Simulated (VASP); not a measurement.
# Co (P-3m1) in VASP: single point with PBEsol

Aim: the single point of Co with PBEsol.

All numbers are computed with VASP 6.6.1; they aren't measurements. Logs are shortened: lines on timing, memory, paths and dates and some standing lists are left out, and cuts for length are marked.

### Step 1. The cell of the first run

It takes space group P-3m1 (No. 164, trigonal). Conventional cell: a = 2.413 Å, b = 2.413 Å, c = 4.063 Å, α = 90.00°, β = 90.00°, γ = 120.00°. Co (site symmetry 3m) has 12 Co at 2.40 to 2.53 Å within 3.2 Å.

### Step 2. Single point, PBEsol, collinear spin, ferromagnetic start (strain -0.030 along x and y, +0.000 along z)

Contents of INCAR:

```
SYSTEM = Co
PREC     = Accurate       ! precision mode
ENCUT    = 520            ! plane-wave cutoff, eV
EDIFF    = 1E-7           ! SCF threshold, eV
ISMEAR   = 0              ! smearing method
SIGMA    = 0.15           ! smearing width, eV
LREAL    = .False.        ! projectors in reciprocal space
LASPH    = .True.         ! aspherical terms in the spheres
NELM     = 150            ! most SCF steps
ALGO     = Fast           ! electronic algorithm
ISIF     = 2              ! what is computed and relaxed
LWAVE    = .False.        ! write WAVECAR
LCHARG   = .True.         ! write CHGCAR
ISPIN    = 2              ! spin polarisation
MAGMOM   = 1.91 1.91      ! initial moments
LORBIT   = 11             ! projections on sites
LMAXMIX  = 4              ! l up to which the mixer works
GGA      = PS             ! functional
LELF     = .True.         ! ELF
LVHAR    = .True.       
NBANDS   = 20             ! bands
```

Contents of KPOINTS:

```
Automatic mesh
0
Gamma
  24 24 12
  0 0 0
```

Contents of POSCAR:

```
Co
1.0
    2.4127439276      0.0000000000      0.0000000000
   -1.2063719638      2.0894975341      0.0000000000
    0.0000000000      0.0000000000      4.0632895034
Co
2
Direct
    0.6666666667      0.3333333333      0.2598610000
    0.3333333333      0.6666666667      0.7401390000
```

Potentials or basis: VASP PAW PBE potentials, release 64 (Co).

The run is started by

```
$ cat potpaw_PBE.64/Co/POTCAR > POTCAR
$ mpirun -np 1 vasp_std > vasp.out
```

OUTCAR:

```text
SYSTEM = Co
   PREC = Accurate
   ENCUT = 520
   EDIFF = 1E-7
   ISMEAR = 0
   LREAL = .False.
   LASPH = .True.
   NELM = 150
   ISIF = 2
   ISPIN = 2
   LORBIT = 11
   GGA = PS

 ion  position               nearest neighbor table
   1  0.667  0.333  0.260-   2 2.40   2 2.40   2 2.40   2 2.53   2 2.53   2 2.53
   2  0.333  0.667  0.740-   1 2.40   1 2.40   1 2.40   1 2.53   1 2.53   1 2.53

  LATTYP: Found a hexagonal cell.
 ALAT       =     2.4127439276
 C/A-ratio  =     1.6840948005

  Lattice vectors:

 A1 = (   2.4127439276,   0.0000000000,   0.0000000000)
 A2 = (  -1.2063719638,   2.0894975341,   0.0000000000)
 A3 = (   0.0000000000,   0.0000000000,   4.0632895034)

Analysis of symmetry for initial positions (statically):
=====================================================================
 Subroutine PRICEL returns:
 Original cell was already a primitive cell.

 Routine SETGRP: Setting up the symmetry group for a
 hexagonal supercell.

 Subroutine GETGRP returns: Found 12 space group operations
 (whereof 12 operations were pure point group operations)
 out of a pool of 24 trial point group operations.

The static configuration has the point symmetry D_3d.

Analysis of symmetry for dynamics (positions and initial velocities):
=====================================================================
 Subroutine PRICEL returns:
 Original cell was already a primitive cell.

 Routine SETGRP: Setting up the symmetry group for a
 hexagonal supercell.

 Subroutine GETGRP returns: Found 12 space group operations
 (whereof 12 operations were pure point group operations)
 out of a pool of 24 trial point group operations.

The dynamic configuration has the point symmetry D_3d.

Analysis of structural, dynamic, and magnetic symmetry:
=====================================================================
 Subroutine PRICEL returns:
 Original cell was already a primitive cell.

 Routine SETGRP: Setting up the symmetry group for a
 hexagonal supercell.

 Subroutine GETGRP returns: Found 12 space group operations
 (whereof 12 operations were pure point group operations)
 out of a pool of 24 trial point group operations.

The overall configuration has the point symmetry D_3d.

 Subroutine INISYM returns: Found 12 space group operations
 (whereof 12 operations are pure point group operations),
 and found     1 'primitive' translations

----------------------------------------------------------------------------------------

                                     Primitive cell

  volume of cell :      20.4848

  direct lattice vectors                    reciprocal lattice vectors
     2.412743928  0.000000000  0.000000000     0.414465865  0.239291979  0.000000000
    -1.206371964  2.089497534  0.000000000     0.000000000  0.478583958  0.000000000
     0.000000000  0.000000000  4.063289503     0.000000000  0.000000000  0.246106018

  length of vectors
     2.412743928  2.412743928  4.063289503     0.478583958  0.478583958  0.246106018

  position of ions in fractional coordinates (direct lattice)
     0.666666667  0.333333333  0.259861000
     0.333333333  0.666666667  0.740139000

  ion indices of the primitive-cell ions
   primitive index   ion index
                 1           1
                 2           2

----------------------------------------------------------------------------------------

 KPOINTS: Automatic mesh

Automatic generation of k-mesh.
 Grid dimensions read from file:
 generate k-points for:   24   24   12

 Generating k-lattice:

  Cartesian coordinates                     Fractional coordinates (reciprocal lattice)
     0.017269411  0.009970499  0.000000000     0.041666667 -0.000000000  0.000000000
     0.000000000  0.019940998  0.000000000     0.000000000  0.041666667  0.000000000
     0.000000000  0.000000000  0.020508835     0.000000000  0.000000000  0.083333333

  Length of vectors
     0.019940998  0.019940998  0.020508835

  Shift w.r.t. Gamma in fractional coordinates (k-lattice)
     0.000000000  0.000000000  0.000000000

 Subroutine IBZKPT returns following result:
 ===========================================

 Found    667 irreducible k-points:

 Following reciprocal coordinates:
            Coordinates               Weight
  0.000000  0.000000  0.000000      1.000000
  0.041667  0.000000  0.000000      6.000000
  0.083333  0.000000  0.000000      6.000000
  0.125000  0.000000  0.000000      6.000000
  0.166667  0.000000  0.000000      6.000000
  0.208333  0.000000  0.000000      6.000000
[... 16 lines left out ...]
  0.416667  0.041667  0.000000     12.000000
  0.458333  0.041667  0.000000     12.000000
 [... further k-points ...]
   k-points           NKPTS =    667   k-points in BZ     NKDIM =    667   number of bands    NBANDS=     20
   number of dos      NEDOS =    301   number of ions     NIONS =      2
   total plane-waves  NPLWV =   9720
   dimension x,y,z NGX =    18 NGY =   18 NGZ =   30
   dimension x,y,z NGXF=    36 NGYF=   36 NGZF=   60
   ions per type =               2
   NGX,Y,Z   is equivalent  to a cutoff of  12.40, 12.40, 12.27 a.u.
   NGXF,Y,Z  is equivalent  to a cutoff of  24.81, 24.81, 24.55 a.u.
 SYSTEM =  Co
   PREC   = accura    normal or accurate (medium, high low for compatibility)
   ISTART =      0    job   : 0-new  1-cont  2-samecut
   ICHARG =      2    charge: 1-file 2-atom 10-const
   ISPIN  =      2    spin polarized calculation?
   LNONCOLLINEAR =      F non collinear calculations
   LSORBIT =      F    spin-orbit coupling
   LASPH  =      T    aspherical Exc in radial PAW
   ENCUT  =  520.0 eV  38.22 Ry    6.18 a.u.   4.49  4.49  7.56*2*pi/ulx,y,z
   NELM   =    150;   NELMIN=  2; NELMDL= -5     # of ELM steps
   EDIFF  = 0.1E-06   stopping-criterion for ELM
   LREAL  =      F    real-space projection
   EDIFFG = 0.1E-05   stopping-criterion for IOM
   NSW    =      0    number of steps for IOM
   IBRION =     -1    ionic relax: 0-MD 1-quasi-New 2-CG
   NFREE  =      0    steps in history (QN), initial steepest desc. (CG)
   ISIF   =      2    stress and relaxation
   ISYM   =      2    0-nonsym 1-usesym 2-fastsym
   POTIM  = 0.5000    time-step for ionic-motion
   TEBEG  =    0.0;   TEEND  =   0.0 temperature during run
   PSTRESS=    0.0 pullay stress
   NELECT =      18.0000    total number of electrons
   NUPDOWN=      -1.0000    fix difference up-down
   EMIN   =  10.00;   EMAX   =-10.00  energy-range for DOS
   EFERMI =   0.00;   METHOD = LEGACY
   ISMEAR =     0;   SIGMA  =   0.15  broadening in eV -4-tet -1-fermi 0-gaus
   EFERMI_NEDOS =   21; number of points for ismear=-14 and -15
   IALGO  =     68    algorithm
   IMIX   =      4    mixing-type and parameters
     AMIX     =   0.40;   BMIX     =  1.00
     AMIX_MAG =   1.60;   BMIX_MAG =  1.00
  volume/ion in A,a.u.               =      10.24        69.12
  Fermi-wavevector in a.u.,A,eV,Ry     =   1.568034  2.963154 33.453046  2.458730
  Thomas-Fermi vector in A             =   2.670125
   LORBIT       =     11    0 simple, 1 ext, 2 COOP (PROOUT), +10 PAW based schemes
   GGA     = PS    functional components
   LHFCALC =     F    Hartree Fock is set to
   AEXX    =    0.0000 exact exchange contribution
   IVDW    =     0    specifies the selected vdW correction
   LEPSILON=     F    determine dielectric tensor
   LRPA    =     F    only Hartree local field effects (RPA)
 spin polarized calculation
 RMM-DIIS sequential band-by-band and
 Gauss-broadening in eV      SIGMA  =   0.15
  energy-cutoff  :      520.00
  volume of cell :       20.48
 maximum number of plane-waves:       573
 NGX is ok and might be reduce to    18
   NGX =  9   NGY =  9   NGZ = 15

 number of electron      18.0000004 magnetization       3.1446707

 Free energy of the ion-electron system (eV)
  ---------------------------------------------------
  ext. energy  EPLUGINS =         0.00000000
  ---------------------------------------------------
  free energy    TOTEN  =       -15.43462078 eV

  energy without entropy =      -15.41508147  energy(sigma->0) =      -15.42485112

 E-fermi :  10.9417     XC(G=0): -13.9183

 val. band max:       10.9414573909   @ k =   0.2917   0.1250   0.5000
 cond. band min:      10.9417036659   @ k =  -0.0417   0.1250   0.2500
 fundamental gap:      0.0002462750
 Fermi energy:        10.9416501236

 spin component 1

 k-point     1 :       0.0000    0.0000    0.0000
  band No.  band energies     occupation
      1       1.5891      1.00000
      2       5.4241      1.00000
      3       8.0199      1.00000
      4       8.2635      1.00000
      5       8.2635      1.00000
      6       8.5592      1.00000
[... 12 lines left out ...]
     19      38.6084      0.00000
     20      38.6084      0.00000

 k-point     2 :       0.0417    0.0000    0.0000
  band No.  band energies     occupation
      1       1.6550      1.00000
      2       5.4679      1.00000
      3       7.9958      1.00000
      4       8.2785      1.00000
      5       8.2960      1.00000
      6       8.5403      1.00000
[... 12 lines left out ...]
     19      39.6412      0.00000
     20      39.9449      0.00000
[... 465 lines left out ...]
      3       6.2210      1.00000
      4       8.1645      1.00000
      5       8.2204      1.00000
      6       8.2664      1.00000
[... 12 lines left out ...]
     19      35.0865      0.00000
     20      36.7512      0.00000

 k-point    24 :       0.4583    0.0417    0.0000
  band No.  band energies     occupation
      1       5.8467      1.00000
      2       5.9633      1.00000
      3       6.1688      1.00000
      4       8.1829      1.00000
      5       8.2129      1.00000
      6       8.3573      1.00000
[... 12 lines left out ...]
     19      35.0251      0.00000
     20      36.5523      0.00000

 [... further k-points ...]

 spin component 2

 k-point     1 :       0.0000    0.0000    0.0000
  band No.  band energies     occupation
      1       1.6683      1.00000
      2       6.3228      1.00000
      3       9.5233      1.00000
      4       9.8333      1.00000
      5       9.8333      1.00000
      6      10.1556      1.00000
[... 12 lines left out ...]
     19      38.9552      0.00000
     20      38.9552      0.00000

 k-point     2 :       0.0417    0.0000    0.0000
  band No.  band energies     occupation
      1       1.7344      1.00000
      2       6.3715      1.00000
      3       9.4943      1.00000
      4       9.8443      1.00000
      5       9.8686      1.00000
      6      10.1304      1.00000
[... 12 lines left out ...]
     19      39.9964      0.00000
     20      40.2571      0.00000
[... 465 lines left out ...]
      3       7.4016      1.00000
      4       8.9874      1.00000
      5       9.6814      1.00000
      6       9.8608      1.00000
[... 12 lines left out ...]
     19      35.5542      0.00000
     20      37.0979      0.00000

 k-point    24 :       0.4583    0.0417    0.0000
  band No.  band energies     occupation
      1       6.8014      1.00000
      2       7.0455      1.00000
      3       7.3560      1.00000
      4       9.0905      1.00000
      5       9.6483      1.00000
      6       9.8239      1.00000
[... 12 lines left out ...]
     19      35.4964      0.00000
     20      36.8921      0.00000

 [... further k-points ...]

------------------------ aborting loop because EDIFF is reached ----------------------------------------

  FORCE on cell =-STRESS in cart. coord.  units (eV):
  Direction    XX          YY          ZZ          XY          YZ          ZX
  --------------------------------------------------------------------------------------
  -------------------------------------------------------------------------------------
  Total        1.0479365      1.0479365     -0.6225244      0.0000000      0.0000000      0.0000000
  in kB       81.9624031     81.9624031    -48.6895905      0.0000000      0.0000000      0.0000000
  external PRESSURE =      38.4117386 kB  Pullay stress =       0.0000000 kB

 VOLUME and BASIS-vectors are now :
 -----------------------------------------------------------------------------
  energy-cutoff  :      520.00
  volume of cell :       20.48
      direct lattice vectors                 reciprocal lattice vectors
     2.412743928  0.000000000  0.000000000     0.414465865  0.239291979  0.000000000
    -1.206371964  2.089497534  0.000000000     0.000000000  0.478583958  0.000000000
     0.000000000  0.000000000  4.063289503     0.000000000  0.000000000  0.246106018

 POSITION                                       TOTAL-FORCE (eV/Angst)
 -----------------------------------------------------------------------------------
      1.20637      0.69650      1.05589        -0.000000     -0.000000     -0.556464
     -0.00000      1.39300      3.00740         0.000000      0.000000      0.556464
 -----------------------------------------------------------------------------------
    total drift:                                0.000000     -0.000000     -0.000000

  FREE ENERGIE OF THE ION-ELECTRON SYSTEM (eV)
  ---------------------------------------------------
  free  energy   TOTEN  =       -15.4346207753 eV

  energy  without entropy=      -15.4150814727  energy(sigma->0) =      -15.42485112

 total charge

# of ion       s       p       d       tot
------------------------------------------
    1        0.517   0.580   7.302   8.399
    2        0.517   0.580   7.302   8.399
--------------------------------------------------
tot          1.033   1.160  14.604  16.798

 magnetization (x)

# of ion       s       p       d       tot
------------------------------------------
    1       -0.014  -0.050   1.639   1.575
    2       -0.014  -0.050   1.639   1.575
--------------------------------------------------
tot         -0.029  -0.100   3.279   3.150
```

Wall time 7.9 min (1 thread of Intel Xeon 8259CL, shared host); peak memory 0.42 GiB.

What came out:

```
Free energy                                           : -15.4346 eV
Pressure                                              : 3.8 GPa
Largest force                                         : 0.556 eV/Å
Net moment                                            : 3.14 μB per cell
Site moments                                          : Co +1.57 μB
Valence electrons inside the program's atomic spheres : Co 8.40
```

Forces on the atoms (eV/Å):
```
Co   0.000  0.000 -0.556
Co   0.000  0.000  0.556
```

Caveat: the cell differs from its parent crystal (strain -0.030 along x and y, +0.000 along z); the stress differs along the axes, from -5 to 8 GPa; the PAW data sets were made with another functional, which shifts forces and pressure a little.
